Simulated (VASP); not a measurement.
Set up this calculation in VASP 6.6.1, as the native input.

```
Task                   : single point
Functional             : PBE
Potentials or basis    : VASP PAW PBE potentials, release 64 (Cu)
Cutoff                 : 520 eV
k mesh                 : 10 × 10 × 10
Occupations            : fermi-dirac, width 0.02 eV
Spin                   : no spin polarisation
Dipole correction      : no
Further INCAR settings : ALGO = Normal; EDIFF = 1e-06; NBANDS = 12
```

The structure of Cu lies in POSCAR:

```
Cu
1.0
    0.0000000000      1.8159438355      1.8159438355
    1.8159438355      0.0000000000      1.8159438355
    1.8159438355      1.8159438355      0.0000000000
Cu
1
Direct
    0.0000000000      0.0000000000      0.0000000000
```

These files were run (other wordings do the same):

INCAR

```
SYSTEM = Cu
  PREC = Accurate
  ENCUT = 520
  EDIFF = 1E-6
  ISMEAR = -1
  SIGMA = 0.02
  LREAL = .FALSE.
  LASPH = .TRUE.
  NELM = 100
  ALGO = Normal
  ISIF = 2
  LWAVE = .FALSE.
  LCHARG = .FALSE.
  GGA = PE
  NBANDS = 12
```

KPOINTS

```
Automatic mesh
0
G
  10 10 10
  0 0 0
```

Potentials or basis: VASP PAW PBE potentials, release 64 (Cu).

The run is started by

```console
$ cat potpaw_PBE.64/Cu/POTCAR > POTCAR
$ mpirun -np 1 vasp_std > vasp.out
```

It gave:

```yaml
Pressure: 0.6 GPa
```

Wall time 10 s on 1 thread of Intel Xeon 8259CL (shared host), peak memory 0.12 GiB.
